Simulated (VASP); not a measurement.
# B2Ru3 (P4mm) in VASP: notebook

Runs on B2Ru3. Level: PBE. Tasks: single point, relaxation of cell and atoms.

Everything below comes from runs of VASP 6.6.1. Logs are shortened: lines on timing, memory, paths and dates and some standing lists are left out, and cuts for length are marked.

## Step 1: The cell of the first run

It takes space group P4mm (No. 99, tetragonal). Conventional cell: a = 3.022 Å, b = 3.022 Å, c = 6.551 Å, α = 90.00°, β = 90.00°, γ = 90.00°. B (site symmetry 2mm) has 4 B at 2.14 Å and 2 Ru at 2.40 Å within 2.8 Å. Ru (site symmetry 2mm) has 6 Ru at 1.89 to 2.14 Å within 2.5 Å. Ru (site symmetry 4mm) has 4 Ru at 1.89 Å and 4 B at 2.40 Å within 2.5 Å.

The cell was built from a structure type or drawn by symmetry, and may not be a known phase.

## Step 2: Single point, PBE

The input, INCAR:

```
SYSTEM = B2Ru3
PREC = Accurate
ENCUT = 520
EDIFF = 1E-6
ISMEAR = 0
SIGMA = 0.1
LREAL = .False.
LASPH = .True.
NELM = 100
ALGO = Fast
ISIF = 2
LWAVE = .False.
LCHARG = .True.
GGA = PE
LELF = .True.
LVHAR = .True.
NBANDS = 32
```

The input, KPOINTS:

```
Automatic mesh
0
Gamma
  6 6 4
  0 0 0
```

The input, POSCAR:

```
B2Ru3
1.0
    3.0216225200      0.0000000000      0.0000000000
    0.0000000000      3.0216225200      0.0000000000
    0.0000000000      0.0000000000      6.5511948600
B Ru
2 3
Direct
    0.0000000000      0.5000000000      0.8217412300
    0.5000000000      0.0000000000      0.8217412300
    0.0000000000      0.5000000000      0.3625853900
    0.5000000000      0.0000000000      0.3625853900
    0.0000000000      0.0000000000      0.5369024400
```

Potentials or basis: VASP PAW PBE potentials, release 64 (B, Ru_pv).

Launch:

```
$ cat potpaw_PBE.64/B/POTCAR potpaw_PBE.64/Ru_pv/POTCAR > POTCAR
$ mpirun -np 1 vasp_std > vasp.out
```

OUTCAR:

```text
SYSTEM = B2Ru3
   PREC = Accurate
   ENCUT = 520
   EDIFF = 1E-6
   ISMEAR = 0
   LREAL = .False.
   LASPH = .True.
   NELM = 100
   ISIF = 2
   GGA = PE

 ion  position               nearest neighbor table
   1  0.000  0.500  0.822-   2 2.14   2 2.14   2 2.14   2 2.14   5 2.40   5 2.40
   2  0.500  0.000  0.822-   1 2.14   1 2.14   1 2.14   1 2.14   5 2.40   5 2.40
   3  0.000  0.500  0.363-   5 1.89   5 1.89   4 2.14   4 2.14   4 2.14   4 2.14
   4  0.500  0.000  0.363-   5 1.89   5 1.89   3 2.14   3 2.14   3 2.14   3 2.14
   5  0.000  0.000  0.537-   3 1.89   4 1.89   3 1.89   4 1.89   1 2.40   1 2.40   2 2.40   2 2.40

  LATTYP: Found a simple tetragonal cell.
 ALAT       =     3.0216225200
 C/A-ratio  =     2.1681049888

  Lattice vectors:

 A1 = (   3.0216225200,   0.0000000000,   0.0000000000)
 A2 = (   0.0000000000,   3.0216225200,   0.0000000000)
 A3 = (   0.0000000000,   0.0000000000,   6.5511948600)

Analysis of symmetry for initial positions (statically):
=====================================================================
 Subroutine PRICEL returns:
 Original cell was already a primitive cell.

 Routine SETGRP: Setting up the symmetry group for a
 simple tetragonal supercell.

 Subroutine GETGRP returns: Found  8 space group operations
 (whereof  8 operations were pure point group operations)
 out of a pool of 16 trial point group operations.

The static configuration has the point symmetry C_4v.

Analysis of symmetry for dynamics (positions and initial velocities):
=====================================================================
 Subroutine PRICEL returns:
 Original cell was already a primitive cell.

 Routine SETGRP: Setting up the symmetry group for a
 simple tetragonal supercell.

 Subroutine GETGRP returns: Found  8 space group operations
 (whereof  8 operations were pure point group operations)
 out of a pool of 16 trial point group operations.

The dynamic configuration has the point symmetry C_4v.

 Subroutine INISYM returns: Found  8 space group operations
 (whereof  8 operations are pure point group operations),
 and found     1 'primitive' translations

----------------------------------------------------------------------------------------

                                     Primitive cell

  volume of cell :      59.8137

  direct lattice vectors                    reciprocal lattice vectors
[... 95 lines left out ...]
   EDIFFG = 0.1E-04   stopping-criterion for IOM
   NSW    =      0    number of steps for IOM
   IBRION =     -1    ionic relax: 0-MD 1-quasi-New 2-CG
   NFREE  =      0    steps in history (QN), initial steepest desc. (CG)
   ISIF   =      2    stress and relaxation
   ISYM   =      2    0-nonsym 1-usesym 2-fastsym
   POTIM  = 0.5000    time-step for ionic-motion
   TEBEG  =    0.0;   TEEND  =   0.0 temperature during run
   PSTRESS=    0.0 pullay stress
   NELECT =      48.0000    total number of electrons
   NUPDOWN=      -1.0000    fix difference up-down
   EMIN   =  10.00;   EMAX   =-10.00  energy-range for DOS
   EFERMI =   0.00;   METHOD = LEGACY
   ISMEAR =     0;   SIGMA  =   0.10  broadening in eV -4-tet -1-fermi 0-gaus
   EFERMI_NEDOS =   21; number of points for ismear=-14 and -15
   IALGO  =     68    algorithm
   IMIX   =      4    mixing-type and parameters
     AMIX     =   0.40;   BMIX     =  1.00
     AMIX_MAG =   1.60;   BMIX_MAG =  1.00
  volume/ion in A,a.u.               =      11.96        80.73
  Fermi-wavevector in a.u.,A,eV,Ry     =   1.521324  2.874885 31.489670  2.314425
  Thomas-Fermi vector in A             =   2.630054
   LORBIT       =      0    0 simple, 1 ext, 2 COOP (PROOUT), +10 PAW based schemes
   GGA     = PE    functional components
   LHFCALC =     F    Hartree Fock is set to
   AEXX    =    0.0000 exact exchange contribution
   IVDW    =     0    specifies the selected vdW correction
   LEPSILON=     F    determine dielectric tensor
   LRPA    =     F    only Hartree local field effects (RPA)
 non-spin polarized calculation
 RMM-DIIS sequential band-by-band and
 Gauss-broadening in eV      SIGMA  =   0.10
  energy-cutoff  :      520.00
  volume of cell :       59.81
 maximum number of plane-waves:      1633
 NGX is ok and might be reduce to    24
   NGX = 11   NGY = 11   NGZ = 25

 number of electron      48.0000001 magnetization

 Free energy of the ion-electron system (eV)
  ---------------------------------------------------
  ext. energy  EPLUGINS =         0.00000000
  ---------------------------------------------------
  free energy    TOTEN  =       -10.28622840 eV

  energy without entropy =      -10.26730818  energy(sigma->0) =      -10.27676829

 E-fermi :  10.4191     XC(G=0): -12.3836

 val. band max:       10.4071423916   @ k =   0.5000   0.0000   0.5000
 cond. band min:      10.4366676963   @ k =   0.5000   0.3333   0.5000
 fundamental gap:      0.0295253046
 Fermi energy:        10.4191473068

 k-point     1 :       0.0000    0.0000    0.0000
  band No.  band energies     occupation
      1     -38.5283      2.00000
      2     -38.5283      2.00000
      3     -36.6069      2.00000
      4     -33.7357      2.00000
      5     -33.7357      2.00000
      6     -33.5764      2.00000
[... 829 lines left out ...]
     31      15.3826      0.00000
     32      16.3192      0.00000

 [... further k-points ...]

------------------------ aborting loop because EDIFF is reached ----------------------------------------

  FORCE on cell =-STRESS in cart. coord.  units (eV):
  Direction    XX          YY          ZZ          XY          YZ          ZX
  --------------------------------------------------------------------------------------
  -------------------------------------------------------------------------------------
  Total       91.3222099     91.3222099     58.0407272      0.0000000      0.0000000      0.0000000
  in kB     2446.1667590   2446.1667590   1554.6853040      0.0000000      0.0000000      0.0000000
  external PRESSURE =    2149.0062740 kB  Pullay stress =       0.0000000 kB

 VOLUME and BASIS-vectors are now :
 -----------------------------------------------------------------------------
  energy-cutoff  :      520.00
  volume of cell :       59.81
      direct lattice vectors                 reciprocal lattice vectors
     3.021622520  0.000000000  0.000000000     0.330948023  0.000000000  0.000000000
     0.000000000  3.021622520  0.000000000     0.000000000  0.330948023  0.000000000
     0.000000000  0.000000000  6.551194860     0.000000000  0.000000000  0.152643910

 POSITION                                       TOTAL-FORCE (eV/Angst)
 -----------------------------------------------------------------------------------
      0.00000      1.51081      5.38339        -0.000000      0.000000      0.484001
      1.51081      0.00000      5.38339        -0.000000      0.000000      0.484001
      0.00000      1.51081      2.37537        -0.000000     -0.000000    -25.695354
      1.51081      0.00000      2.37537        -0.000000      0.000000    -25.695354
      0.00000      0.00000      3.51735         0.000000      0.000000     50.422707
 -----------------------------------------------------------------------------------
    total drift:                                0.000000      0.000000     -0.000015

  FREE ENERGIE OF THE ION-ELECTRON SYSTEM (eV)
  ---------------------------------------------------
  free  energy   TOTEN  =       -10.2862284041 eV

  energy  without entropy=      -10.2673081780  energy(sigma->0) =      -10.27676829
```

OSZICAR:

```text
N       E                     dE             d eps       ncg     rms          rms(c)
DAV:   1     0.585820662144E+03    0.58582E+03   -0.29847E+04  1960   0.162E+03
DAV:   2     0.513599805567E+01   -0.58068E+03   -0.55662E+03  2112   0.500E+02
DAV:   3    -0.112921489085E+02   -0.16428E+02   -0.15926E+02  2272   0.925E+01
DAV:   4    -0.115313577625E+02   -0.23921E+00   -0.23886E+00  2376   0.967E+00
DAV:   5    -0.115356118430E+02   -0.42541E-02   -0.42537E-02  2376   0.116E+00    0.943E+01
RMM:   6    -0.105533507084E+02    0.98226E+00   -0.11776E+00  1927   0.635E+00    0.547E+01
RMM:   7    -0.110007117562E+02   -0.44736E+00   -0.28964E+00  2468   0.911E+00    0.657E+00
RMM:   8    -0.103047041610E+02    0.69601E+00   -0.11734E+00  2014   0.689E+00    0.965E-01
RMM:   9    -0.102935156908E+02    0.11188E-01   -0.16020E-01  1959   0.191E+00    0.995E-01
RMM:  10    -0.102873900855E+02    0.61256E-02   -0.23499E-02  2080   0.829E-01    0.289E-01
RMM:  11    -0.102866725992E+02    0.71749E-03   -0.68350E-03  2051   0.431E-01    0.184E-01
RMM:  12    -0.102862183108E+02    0.45429E-03   -0.15581E-03  2290   0.234E-01    0.682E-02
RMM:  13    -0.102862276376E+02   -0.93268E-05   -0.59042E-04  2384   0.108E-01    0.561E-02
RMM:  14    -0.102862268459E+02    0.79170E-06   -0.15311E-04  2640   0.545E-02    0.269E-02
RMM:  15    -0.102862283484E+02   -0.15025E-05   -0.36724E-05  2677   0.259E-02    0.162E-02
RMM:  16    -0.102862284041E+02   -0.55764E-07   -0.64042E-06  1941   0.136E-02
   1 F= -.10286228E+02 E0= -.10276768E+02  d E =-.189202E-01
```

stdout:

```text
POSCAR found type information on POSCAR B Ru
 POSCAR found :  2 types and       5 ions
 scaLAPACK will be used
 LDA part: xc-table for (Slater+PW92), standard interpolation
 POSCAR, INCAR and KPOINTS ok, starting setup
 FFT: planning ... GRIDC
 FFT: planning ... GRID_SOFT
 FFT: planning ... GRID
 WAVECAR not read
 entering main loop
```

Run time: 70 s. Hardware: 1 thread of Intel Xeon 8259CL, shared host; peak memory 0.19 GiB.

What came out:

| Property | Result |
| --- | --- |
| Free energy | -10.2862 eV |
| Pressure | 214.9 GPa |
| Largest force | 50.423 eV/Å |
| Band gap on the k mesh | zero (bands 24 and 25 overlap by 1.13 eV) |

Forces on the atoms (eV/Å):
```
B     0.000   0.000   0.484
B     0.000   0.000   0.484
Ru    0.000   0.000 -25.695
Ru    0.000   0.000 -25.695
Ru    0.000   0.000  50.423
```

Stress tensor (GPa, compression positive):
```
244.62   0.00   0.00
  0.00 244.62   0.00
  0.00   0.00 155.47
```

Caveat: atoms lie so close that the PAW spheres overlap strongly, which falsifies energies and pressures; the cell stands under pressure; forces of over 1 eV/Å act on the atoms, so gaps and moduli don't describe the material at rest.

## Step 3: Relaxation of cell and atoms, PBE

The input, INCAR:

```
ALGO = Normal ; EDIFF = 1E-6
EDIFFG = -0.04 ; ENCUT = 600
GGA = PE ; IBRION = 2
ISIF = 3 ; ISMEAR = 0
LASPH = True ; LCHARG = False
LREAL = False ; LWAVE = False
NELM = 100 ; NSW = 90
PREC = Accurate ; SIGMA = 0.1
```

The input, KPOINTS:

```
k-points
0
Gamma
  6 6 4
```

POSCAR is that of step 2.

Potentials or basis: VASP PAW PBE potentials, release 64 (B, Ru_pv).

Launch:

```
$ cat potpaw_PBE.64/B/POTCAR potpaw_PBE.64/Ru_pv/POTCAR > POTCAR
$ mpirun -np 1 vasp_std > vasp.out
```

It took 50 min on 1 thread of Intel Xeon 8259CL, shared host; peak memory 0.23 GiB.

The run converged. Its results:

| Quantity | Value |
| --- | --- |
| Free energy | -38.0398 eV |
| Relaxed volume | 13.29 Å³/atom |
| Relaxed cell | a = 4.021 Å, b = 4.021 Å, c = 4.112 Å, α = 90.00°, β = 90.00°, γ = 90.00° |
| Space group after relaxing (to 0.1 Å) | P4/mmm (No. 123) |
| Pressure after relaxing | 0.0 GPa |
| Largest force after relaxing | 0.028 eV/Å |
| Band gap on the k mesh | zero (bands 24 and 25 overlap by 0.90 eV) |

Forces in eV/Å, atoms in the order of the input:
```
B    0.000  0.000 -0.015
B    0.000  0.000 -0.015
Ru   0.000  0.000  0.028
Ru   0.000  0.000  0.028
Ru   0.000  0.000 -0.026
```

Stress tensor (GPa, compression positive):
```
-0.09  0.00  0.00
 0.00 -0.09  0.00
 0.00  0.00  0.30
```

Final structure:
```
B Ru
1.0
     4.02061    0.00000    0.00000
     0.00000    4.02061    0.00000
     0.00000    0.00000    4.11216
B Ru
2 3
Cartesian
  0.0000 2.0103 3.2108
  2.0103 0.0000 3.2108
  0.0000 2.0103 1.1546
  2.0103 0.0000 1.1546
  0.0000 0.0000 3.2174
```

Levels at points of the mesh, in eV from the Fermi level:
```tsv
k point	band 21	band 22	band 23	band 24	band 25	band 26	band 27	band 28
(0.00, 0.00, 0.00)	-0.47	-0.47	-0.09	0.09	1.03	1.56	1.56	1.95
(0.50, 0.00, 0.00)	-0.72	-0.71	-0.59	-0.30	0.13	1.40	1.46	1.57
(0.50, 0.50, 0.00)	-2.35	-0.54	-0.54	-0.29	0.21	1.84	2.64	2.64
(0.00, 0.00, 0.50)	-1.84	-1.02	-1.02	-0.88	0.86	1.95	3.17	3.17
(0.50, 0.00, 0.50)	-1.49	-1.48	-1.33	-0.22	-0.08	0.10	2.10	2.86
(0.50, 0.50, 0.50)	-0.80	-0.40	-0.35	0.74	0.93	1.15	1.15	2.11
```

Caveat: a cell axis changed by over 15 % at a fixed basis, so the end point is rough.
